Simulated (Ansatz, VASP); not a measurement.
## Ta3S4: VASP beside Ansatz

```
Ta S
1.0
     1.80051    1.03952   11.89779
    -1.80051    1.03952   11.89779
     0.00000   -2.07904   11.89779
Ta S
3 4
Direct
  0.00000 0.00000 0.00000
  0.58923 0.58923 0.58923
  0.41077 0.41077 0.41077
  0.88339 0.88339 0.88339
  0.11661 0.11661 0.11661
  0.70396 0.70396 0.70396
  0.29604 0.29604 0.29604
```

Alike in both runs: functional PBE; k mesh 6 × 6 × 6; occupations gaussian, width 0.1 eV; no spin polarisation.

Ansatz relaxed the structure, and its values are those at the end. VASP's run is a single point on that final structure, the one shown.

|  | VASP | Ansatz |
| --- | --- | --- |
| version | VASP 6.6.1 | Ansatz 0.2.0 |
| potentials or method | VASP PAW PBE potentials, release 64 (Ta_pv, S), cutoff 520 eV | scalar-relativistic, plane waves, PAW |
| valence electrons in the cell | 57 | 63 |

|  | VASP | Ansatz | Ansatz less VASP |
| --- | --- | --- | --- |
| gap on the k mesh at the Fermi level (eV) | none | none | - |
| pressure (GPa) | 0.2 | 0.1 | -0.11 |
| rms of the force components (eV/Å) | 0.012 | 0.009 | -0.0036 |

A gap of «none» marks a metal or a gap that the smearing closes. VASP's potentials hold 57 valence electrons a cell and Ansatz's 63, so a difference there can come from the potentials and not from the codes.

Neither program's run includes spin-orbit coupling.
